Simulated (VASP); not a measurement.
The system is CuMo.

```
Cu Mo
1.0
     2.56424    0.00000    0.00000
     0.00000    2.56424    0.00000
     0.00000    0.00000    4.20150
Cu Mo
1 1
Cartesian
  0.0000 0.0000 0.0000
  1.2821 1.2821 2.1008
```

The cell was generated, and may not be a known phase.

* Program: VASP 6.6.1
* Task: relaxation of cell and atoms
* Functional: PBE
* Potentials or basis: VASP PAW PBE potentials, release 64 (Cu, Mo_sv)
* Cutoff: 600 eV
* k mesh: 22 × 22 × 14
* Occupations: gaussian, width 0.1 eV
* Spin: no spin polarisation

At the start: pressure 1.7 GPa; volume 13.81 Å³/atom.

Task: How do energy, volume and symmetry change on relaxing?

Result: Over 13 steps the energy falls by 2.1 meV/atom and the volume is 13.92 Å³/atom (+0.8 %); space group P4/mmm (No. 123, to 0.1 Å) before and after.

The path:
| step | energy change (eV) | largest force (eV/Å) | pressure (GPa) | volume (Å³) |
| --- | --- | --- | --- | --- |
| 1 | 0.0000 | 0.0000 | 1.74 | 27.63 |
| 2 | -0.0004 | 0.0000 | -2.92 | 28.23 |
| 3 | -0.0027 | 0.0000 | -0.15 | 27.94 |
| 4 | -0.0026 | 0.0000 | -0.92 | 27.99 |
| 5 | -0.0027 | 0.0000 | -0.76 | 27.97 |
| 6 | -0.0027 | 0.0000 | -0.98 | 27.96 |
| 7 | -0.0029 | 0.0000 | 1.43 | 27.64 |
| 8 | -0.0034 | 0.0000 | 0.32 | 27.79 |
| 9 | -0.0034 | 0.0000 | 0.53 | 27.78 |
| 10 | -0.0041 | 0.0000 | 0.56 | 27.78 |
| 11 | -0.0041 | 0.0000 | 0.29 | 27.78 |
| 12 | -0.0041 | 0.0000 | 0.21 | 27.78 |
| 13 | -0.0041 | 0.0000 | -0.05 | 27.84 |

Final structure:
```
CELL_PARAMETERS angstrom
2.58671 0.00000 0.00000
0.00000 2.58671 0.00000
0.00000 0.00000 4.16085
ATOMIC_POSITIONS crystal
Cu 0.00000 0.00000 0.00000
Mo 0.50000 0.50000 0.50000
```
